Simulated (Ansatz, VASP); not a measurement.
Hg in VASP and in Ansatz

File INCAR:

```
SYSTEM = Hg
PREC = Accurate
ENCUT = 520
EDIFF = 1E-6
ISMEAR = 0
SIGMA = 0.15
LREAL = .FALSE.
LASPH = .TRUE.
NELM = 60
ALGO = Fast
ISIF = 2
LWAVE = .FALSE.
LCHARG = .FALSE.
GGA = PS
IVDW = 12
NBANDS = 19
```

KPOINTS

```
Automatic mesh
0
G
  18 18 10
  0 0 0
```

File POSCAR:

```
Hg
1.0
    3.0912774288      0.0000000000      0.0000000000
   -1.5456387144      2.6771247835      0.0000000000
    0.0000000000      0.0000000000      5.1574872622
Hg
2
Direct
    0.6666666667      0.3333333333      0.7500000000
    0.3333333333      0.6666666667      0.2500000000
```

Input for Ansatz:

```yaml
crystal:
  lattice:
    - [3.0912774288, 0.0, 0.0]
    - [-1.5456387144, 2.6771247835, 0.0]
    - [0.0, 0.0, 5.1574872622]
  atoms:
    - { symbol: Hg, position: [0.6666666667, 0.3333333333, 0.75] }
    - { symbol: Hg, position: [0.3333333333, 0.6666666667, 0.25] }
basis:
  ecutwfc: 420
kpoints:
  mp_grid: { grid: [18, 18, 10] }
hamiltonian:
  xc: pbesol
  dispersion: d3bj
scf:
  occupations: { method: gaussian, width: 0.15 }
output:
  forces: true
  stress: true
  eigenvalues: true
```

Alike in both runs: task single point; functional PBEsol; dispersion D3(BJ); k mesh 18 × 18 × 10; occupations gaussian, width 0.15 eV; no spin polarisation.

```csv
,VASP,Ansatz
version,VASP 6.6.1,Ansatz 0.2.0
potentials or method,"VASP PAW PBE potentials, release 64 (Hg), cutoff 520 eV","scalar-relativistic, plane waves, PAW"
valence electrons in the cell,24,40
```

```csv
,VASP,Ansatz,Ansatz less VASP
gap on the k mesh at the Fermi level (eV),none,none,-
pressure (GPa),1.8,1.1,-0.62
"traceless stress, the component that is largest in VASP (GPa)",0.03,0.08,+0.048
```

VASP's potentials were made for PBE, not for PBEsol. A gap of «none» marks a metal or a gap that the smearing closes. VASP's potentials hold 24 valence electrons a cell and Ansatz's 40, so a difference there can come from the potentials and not from the codes.

Neither program's run includes spin-orbit coupling.
